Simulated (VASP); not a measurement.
F2, 2 atoms in the cell. The cell holds a molecule in a box, 2 atoms: a = 5.804 Å, b = 8.110 Å, c = 23.953 Å, α = 90.00°, β = 90.00°, γ = 110.96°. 

* Program: VASP 6.6.1
* Task: single point
* Functional: PBE
* Dispersion: D3(BJ)
* Potentials or basis: VASP PAW PBE potentials, release 64 (F)
* Cutoff: 520 eV
* k mesh: 4 × 3 × 1
* Occupations: gaussian, width 0.1 eV
* Spin: no spin polarisation
* Dipole correction: yes
* Further INCAR settings: ALGO = Normal; EDIFF = 1e-06; NBANDS = 14; NELMDL = -8

Potentials or basis: VASP PAW PBE potentials, release 64 (F).

Launch:

```console
$ cat potpaw_PBE.64/F/POTCAR > POTCAR
$ mpirun -np 1 vasp_std > vasp.out
```

Hardware: 1 thread of Intel(R) Xeon(R) Platinum 8375C CPU @ 2.90GHz (Ice Lake), with other jobs on the host.

**Question.** Estimate the wall time of this run.

**Answer.** Wall time 120 s on 1 thread of Intel(R) Xeon(R) Platinum 8375C CPU @ 2.90GHz (Ice Lake), on a shared host, peak memory 0.95 GiB. Counts: scf iterations 19, k points 7.
